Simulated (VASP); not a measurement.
# HfC (Fm-3m) in VASP: a series of runs

Runs on HfC. Level: PBE. Tasks: single point.

All numbers are computed with VASP 6.6.1; they aren't measurements. Logs are shortened: lines on timing, memory, paths and dates and some standing lists are left out, and cuts for length are marked.

## 1. The cell of the first run

Symmetry: Fm-3m, No. 225, cubic system. The conventional cell has a = 4.619 Å, b = 4.619 Å, c = 4.619 Å, α = 90.00°, β = 90.00°, γ = 90.00°. Within 3.1 Å of Hf (site symmetry m-3m) lie 6 C at 2.31 Å. C (site symmetry m-3m) has 6 Hf at 2.31 Å within 3.1 Å.

## 2. Single point, PBE (volume scaled by 0.98)

Input file INCAR:

```
PREC     = Accurate       # precision mode
ENCUT    = 520            # plane-wave cutoff, eV
EDIFF    = 1E-7           # SCF threshold, eV
ISMEAR   = -1             # smearing method
SIGMA    = 0.05           # smearing width, eV
LREAL    = F              # projectors in reciprocal space
LASPH    = T              # aspherical terms in the spheres
NELM     = 80             # most SCF steps
ALGO     = Normal         # electronic algorithm
ISIF     = 2              # what is computed and relaxed
LWAVE    = F              # write WAVECAR
LCHARG   = T              # write CHGCAR
GGA      = PE             # functional
LELF     = T              # ELF
LVHAR    = T            
NBANDS   = 14             # bands
```

Input file KPOINTS:

```
Automatic mesh
0
Gamma
  15 15 15
```

Input file POSCAR:

```
HfC
1.0
    0.0000000000      2.3093955030      2.3093955030
    2.3093955030      0.0000000000      2.3093955030
    2.3093955030      2.3093955030      0.0000000000
Hf C
1 1
Direct
    0.5000000000      0.5000000000      0.5000000000
    0.0000000000      0.0000000000      0.0000000000
```

Potentials or basis: VASP PAW PBE potentials, release 64 (Hf_pv, C).

Started as:

```bash
> cat potpaw_PBE.64/Hf_pv/POTCAR potpaw_PBE.64/C/POTCAR > POTCAR
> mpirun -np 1 vasp_std > vasp.out
```

OUTCAR:

```text
PREC = Accurate
   ENCUT = 520
   EDIFF = 1E-7
   ISMEAR = -1
   LREAL = F
   LASPH = T
   NELM = 80
   ISIF = 2
   GGA = PE

 ion  position               nearest neighbor table
   1  0.500  0.500  0.500-   2 2.31   2 2.31   2 2.31   2 2.31   2 2.31   2 2.31
   2  0.000  0.000  0.000-   1 2.31   1 2.31   1 2.31   1 2.31   1 2.31   1 2.31

  LATTYP: Found a face centered cubic cell.
 ALAT       =     4.6187910060

  Lattice vectors:

 A1 = (   0.0000000000,   2.3093955030,   2.3093955030)
 A2 = (   2.3093955030,   0.0000000000,   2.3093955030)
 A3 = (   2.3093955030,   2.3093955030,   0.0000000000)

Analysis of symmetry for initial positions (statically):
=====================================================================
 Subroutine PRICEL returns:
 Original cell was already a primitive cell.

 Routine SETGRP: Setting up the symmetry group for a
 face centered cubic supercell.

 Subroutine GETGRP returns: Found 48 space group operations
 (whereof 48 operations were pure point group operations)
 out of a pool of 48 trial point group operations.

The static configuration has the point symmetry O_h .

Analysis of symmetry for dynamics (positions and initial velocities):
=====================================================================
 Subroutine PRICEL returns:
 Original cell was already a primitive cell.

 Routine SETGRP: Setting up the symmetry group for a
 face centered cubic supercell.

 Subroutine GETGRP returns: Found 48 space group operations
 (whereof 48 operations were pure point group operations)
 out of a pool of 48 trial point group operations.

The dynamic configuration has the point symmetry O_h .

 Subroutine INISYM returns: Found 48 space group operations
 (whereof 48 operations are pure point group operations),
 and found     1 'primitive' translations

----------------------------------------------------------------------------------------

                                     Primitive cell

  volume of cell :      24.6334

  direct lattice vectors                    reciprocal lattice vectors
     0.000000000  2.309395503  2.309395503    -0.216506873  0.216506873  0.216506873
     2.309395503  0.000000000  2.309395503     0.216506873 -0.216506873  0.216506873
     2.309395503  2.309395503  0.000000000     0.216506873  0.216506873 -0.216506873

  length of vectors
     3.265978441  3.265978441  3.265978441     0.375000905  0.375000905  0.375000905

  position of ions in fractional coordinates (direct lattice)
     0.500000000  0.500000000  0.500000000
     0.000000000  0.000000000  0.000000000

  ion indices of the primitive-cell ions
   primitive index   ion index
                 1           1
                 2           2

----------------------------------------------------------------------------------------

 KPOINTS: Automatic mesh

Automatic generation of k-mesh.
 Grid dimensions read from file:
 generate k-points for:   15   15   15

 Generating k-lattice:

  Cartesian coordinates                     Fractional coordinates (reciprocal lattice)
    -0.014433792  0.014433792  0.014433792     0.066666667  0.000000000  0.000000000
     0.014433792 -0.014433792  0.014433792     0.000000000  0.066666667  0.000000000
     0.014433792  0.014433792 -0.014433792     0.000000000  0.000000000  0.066666667

  Length of vectors
     0.025000060  0.025000060  0.025000060

  Shift w.r.t. Gamma in fractional coordinates (k-lattice)
     0.000000000  0.000000000  0.000000000

 Subroutine IBZKPT returns following result:
 ===========================================

 Found    120 irreducible k-points:

 Following reciprocal coordinates:
            Coordinates               Weight
  0.000000  0.000000  0.000000      1.000000
  0.066667  0.000000  0.000000      8.000000
  0.133333  0.000000  0.000000      8.000000
  0.200000  0.000000  0.000000      8.000000
  0.266667  0.000000  0.000000      8.000000
  0.333333  0.000000  0.000000      8.000000
[... 16 lines left out ...]
  0.133333  0.133333  0.000000      6.000000
  0.200000  0.133333  0.000000     24.000000
 [... further k-points ...]
   k-points           NKPTS =    120   k-points in BZ     NKDIM =    120   number of bands    NBANDS=     14
   number of dos      NEDOS =    301   number of ions     NIONS =      2
   total plane-waves  NPLWV =  13824
   dimension x,y,z NGX =    24 NGY =   24 NGZ =   24
   dimension x,y,z NGXF=    48 NGYF=   48 NGZF=   48
   ions per type =               1   1
   NGX,Y,Z   is equivalent  to a cutoff of  12.22, 12.22, 12.22 a.u.
   NGXF,Y,Z  is equivalent  to a cutoff of  24.43, 24.43, 24.43 a.u.
 SYSTEM =  unknown system
   PREC   = accura    normal or accurate (medium, high low for compatibility)
   ISTART =      0    job   : 0-new  1-cont  2-samecut
   ICHARG =      2    charge: 1-file 2-atom 10-const
   ISPIN  =      1    spin polarized calculation?
   LNONCOLLINEAR =      F non collinear calculations
   LSORBIT =      F    spin-orbit coupling
   LASPH  =      T    aspherical Exc in radial PAW
   ENCUT  =  520.0 eV  38.22 Ry    6.18 a.u.   6.07  6.07  6.07*2*pi/ulx,y,z
   NELM   =     80;   NELMIN=  2; NELMDL= -5     # of ELM steps
   EDIFF  = 0.1E-06   stopping-criterion for ELM
   LREAL  =      F    real-space projection
   EDIFFG = 0.1E-05   stopping-criterion for IOM
   NSW    =      0    number of steps for IOM
   IBRION =     -1    ionic relax: 0-MD 1-quasi-New 2-CG
   NFREE  =      0    steps in history (QN), initial steepest desc. (CG)
   ISIF   =      2    stress and relaxation
   ISYM   =      2    0-nonsym 1-usesym 2-fastsym
   POTIM  = 0.5000    time-step for ionic-motion
   TEBEG  =    0.0;   TEEND  =   0.0 temperature during run
   PSTRESS=    0.0 pullay stress
   NELECT =      14.0000    total number of electrons
   NUPDOWN=      -1.0000    fix difference up-down
   EMIN   =  10.00;   EMAX   =-10.00  energy-range for DOS
   EFERMI =   0.00;   METHOD = LEGACY
   ISMEAR =    -1;   SIGMA  =   0.05  broadening in eV -4-tet -1-fermi 0-gaus
   EFERMI_NEDOS =   21; number of points for ismear=-14 and -15
   IALGO  =     38    algorithm
   IMIX   =      4    mixing-type and parameters
     AMIX     =   0.40;   BMIX     =  1.00
     AMIX_MAG =   1.60;   BMIX_MAG =  1.00
  volume/ion in A,a.u.               =      12.32        83.12
  Fermi-wavevector in a.u.,A,eV,Ry     =   1.356050  2.562564 25.019385  1.838873
  Thomas-Fermi vector in A             =   2.483086
   LORBIT       =      0    0 simple, 1 ext, 2 COOP (PROOUT), +10 PAW based schemes
   GGA     = PE    functional components
   LHFCALC =     F    Hartree Fock is set to
   AEXX    =    0.0000 exact exchange contribution
   IVDW    =     0    specifies the selected vdW correction
   LEPSILON=     F    determine dielectric tensor
   LRPA    =     F    only Hartree local field effects (RPA)
 non-spin polarized calculation
  energy-cutoff  :      520.00
  volume of cell :       24.63
 maximum number of plane-waves:       680
   NGX = 13   NGY = 13   NGZ = 13

 number of electron      14.0000002 magnetization

 Free energy of the ion-electron system (eV)
  ---------------------------------------------------
  ext. energy  EPLUGINS =         0.00000000
  ---------------------------------------------------
  free energy    TOTEN  =       -21.03982608 eV

  energy without entropy =      -21.03674247  energy(sigma->0) =      -21.03828427

 E-fermi :   6.0763     XC(G=0): -12.3854

 val. band max:        6.0685986607   @ k =   0.4000   0.3333   0.0000
 cond. band min:       6.1095402066   @ k =   0.3333   0.2667   0.0000
 fundamental gap:      0.0409415459
 Fermi energy:         6.0762988206

 k-point     1 :       0.0000    0.0000    0.0000
  band No.  band energies     occupation
      1     -23.3630      2.00000
      2     -23.3630      2.00000
      3     -23.3630      2.00000
      4      -6.3023      2.00000
      5       7.1198      0.00000
      6       7.1198      0.00000
      7       7.1198      0.00000
      8       7.5076      0.00000
      9       7.5076      0.00000
     10       7.5076      0.00000
     11       9.5641      0.00000
     12       9.5641      0.00000
     13      13.1788      0.00000
     14      17.1697      0.00000

 k-point     2 :       0.0667    0.0000    0.0000
  band No.  band energies     occupation
      1     -23.3969      2.00000
      2     -23.3662      2.00000
      3     -23.3662      2.00000
      4      -6.1866      2.00000
      5       6.2951      0.02485
      6       6.5464      0.00017
      7       6.5464      0.00017
      8       7.7524      0.00000
      9       7.7524      0.00000
     10       8.0506      0.00000
     11      10.1307      0.00000
     12      10.1307      0.00000
     13      13.4332      0.00000
     14      17.4948      0.00000

 k-point     3 :       0.1333    0.0000    0.0000
  band No.  band energies     occupation
      1     -23.4914      2.00000
      2     -23.3753      2.00000
      3     -23.3753      2.00000
      4      -5.8506      2.00000
      5       5.1402      2.00000
      6       5.6735      1.99937
      7       5.6735      1.99937
      8       8.1348      0.00000
      9       8.1348      0.00000
     10       8.4958      0.00000
     11      11.3227      0.00000
     12      11.3227      0.00000
     13      14.0829      0.00000
     14      18.3884      0.00000
[... 324 lines left out ...]
 k-point    23 :       0.1333    0.1333    0.0000
  band No.  band energies     occupation
      1     -23.4825      2.00000
      2     -23.4047      2.00000
      3     -23.4047      2.00000
      4      -5.7276      2.00000
      5       4.3606      2.00000
      6       6.0337      1.40178
      7       6.0337      1.40178
      8       6.7342      0.00000
      9       9.4482      0.00000
     10       9.4482      0.00000
     11       9.8384      0.00000
     12      11.8263      0.00000
     13      14.8758      0.00000
     14      18.7693      0.00000

 k-point    24 :       0.2000    0.1333    0.0000
  band No.  band energies     occupation
      1     -23.5702      2.00000
      2     -23.4250      2.00000
      3     -23.4172      2.00000
      4      -5.3758      2.00000
      5       3.5964      2.00000
      6       5.3915      2.00000
      7       5.6637      1.99948
      8       6.8645      0.00000
      9       9.6585      0.00000
     10       9.9636      0.00000
     11      10.7403      0.00000
     12      12.5199      0.00000
     13      15.7982      0.00000
     14      19.6944      0.00000

 [... further k-points ...]
[... 5 lines left out ...]
  --------------------------------------------------------------------------------------
  -------------------------------------------------------------------------------------
  Total        0.7001603      0.7001603      0.7001603      0.0000000      0.0000000      0.0000000
  in kB       45.5389599     45.5389599     45.5389599      0.0000000      0.0000000      0.0000000
  external PRESSURE =      45.5389599 kB  Pullay stress =       0.0000000 kB

 VOLUME and BASIS-vectors are now :
 -----------------------------------------------------------------------------
  energy-cutoff  :      520.00
  volume of cell :       24.63
      direct lattice vectors                 reciprocal lattice vectors
     0.000000000  2.309395503  2.309395503    -0.216506873  0.216506873  0.216506873
     2.309395503  0.000000000  2.309395503     0.216506873 -0.216506873  0.216506873
     2.309395503  2.309395503  0.000000000     0.216506873  0.216506873 -0.216506873

 POSITION                                       TOTAL-FORCE (eV/Angst)
 -----------------------------------------------------------------------------------
      2.30940      2.30940      2.30940         0.000000      0.000000      0.000000
      0.00000      0.00000      0.00000        -0.000000     -0.000000     -0.000000
 -----------------------------------------------------------------------------------
    total drift:                                0.000000     -0.000000      0.000000

  FREE ENERGIE OF THE ION-ELECTRON SYSTEM (eV)
  ---------------------------------------------------
  free  energy   TOTEN  =       -21.0398260767 eV

  energy  without entropy=      -21.0367424681  energy(sigma->0) =      -21.03828427
```

Wall time 23 s (1 thread of Intel Xeon Platinum 8488C (Sapphire Rapids), shared host); peak memory 0.17 GiB.

Results:

```yaml
Free_energy: -21.0398 eV
Pressure: 4.6 GPa
Band_gap_on_the_k_mesh: zero (band 7 reaches 7.12 eV, above the bottom of band 8 at 5.68 eV)
```

Caveat: spin-orbit coupling is left out, which moves the levels of the heavy elements.

(Part 1 of 3 ends here.)
